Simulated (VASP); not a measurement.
LiCl: single point with PBE

LiCl:

```
CELL_PARAMETERS angstrom
0.00000 2.59962 2.59962
2.59962 0.00000 2.59962
2.59962 2.59962 0.00000
ATOMIC_POSITIONS crystal
Li 0.00000 0.00000 0.00000
Cl 0.50000 0.50000 0.50000
```

* Program: VASP 6.6.1
* Task: single point
* Functional: PBE
* Potentials or basis: VASP PAW PBE potentials, release 64 (Li_sv, Cl)
* Cutoff: 520 eV
* k mesh: 8 × 8 × 8
* Occupations: gaussian, width 0.02 eV
* Spin: no spin polarisation

```
Band gap on the k mesh : 6.11 eV
```

Levels at points of the mesh, in eV from the valence-band top:
```csv
k point,band 1,band 2,band 3,band 4,band 5,band 6,band 7,band 8,band 9,band 10
"(0.00, 0.00, 0.00)",-43.60,-13.26,0.00,0.00,0.00,6.11,11.90,11.90,11.90,14.28
"(0.50, 0.00, 0.00)",-43.60,-12.74,-2.65,-0.24,-0.24,6.72,9.48,9.48,12.56,16.63
"(0.50, 0.50, 0.00)",-43.60,-12.52,-2.71,-1.03,-1.03,7.79,8.35,12.10,13.81,13.81
```

It took 21 s on 1 thread of Intel(R) Xeon(R) Platinum 8375C CPU @ 2.90GHz (Ice Lake), with other jobs on the host, peak memory 0.15 GiB.

 A k mesh can miss the band edges.
